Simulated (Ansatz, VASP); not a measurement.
# Two plane-wave programs on TlBr

```
Tl Br
1.0
     3.94619    0.00000    0.00000
     0.00000    3.94619    0.00000
     0.00000    0.00000    3.94619
Tl Br
1 1
Direct
  0.00000 0.00000 0.00000
  0.50000 0.50000 0.50000
```

Alike in both runs: task single point; functional PBE-based screened hybrid; k mesh 4 × 4 × 4; no spin polarisation.

```csv
,VASP,Ansatz
version,VASP 6.6.1,Ansatz 0.2.0
potentials or method,"VASP PAW PBE potentials, release 64 (Tl_d, Br)",plane waves
plane-wave cutoff (eV),400,420
occupations,"gaussian, width 0.01 eV",fixed
valence electrons in the cell,20,20
```

|  | VASP | Ansatz | Ansatz less VASP |
| --- | --- | --- | --- |
| gap on the k mesh at the Fermi level (eV) | 1.92 | 1.91 | -0.007 |
| pressure (GPa) | 1.9 | 2.0 | +0.08 |

VASP's potentials were made for PBE, not for PBE-based screened hybrid. Ansatz's warnings: stress exchange threshold loose, stress scf threshold loose.

Spin-orbit coupling is off throughout.
